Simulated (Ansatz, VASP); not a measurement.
**Al2H in VASP and in Ansatz**

```
Al H
1.0
     4.51410    0.00000    0.00000
    -2.25705    3.90932    0.00000
     0.00000    0.00000    2.66344
Al H
2 1
Direct
  0.33333 0.66667 0.50000
  0.66667 0.33333 0.50000
  0.00000 0.00000 0.00000
```

Alike in both runs: functional PBE; k mesh 12 × 12 × 18; occupations gaussian, width 0.1 eV; no spin polarisation.

Ansatz relaxed the structure, and its values are those at the end. VASP's run is a single point on that final structure, the one shown.

|  | VASP | Ansatz |
| --- | --- | --- |
| version | VASP 6.6.1 | Ansatz 0.2.0 |
| potentials or method | VASP PAW PBE potentials, release 64 (Al, H), cutoff 520 eV | scalar-relativistic, plane waves, PAW |
| valence electrons in the cell | 7 | 7 |

```csv
,VASP,Ansatz,Ansatz less VASP
gap on the k mesh at the Fermi level (eV),none,none,-
pressure (GPa),0.0,0.0,+0.05
```

A gap of «none» marks a metal or a gap that the smearing closes. The functional is the same, so the differences come from potentials, cutoffs and numerics.
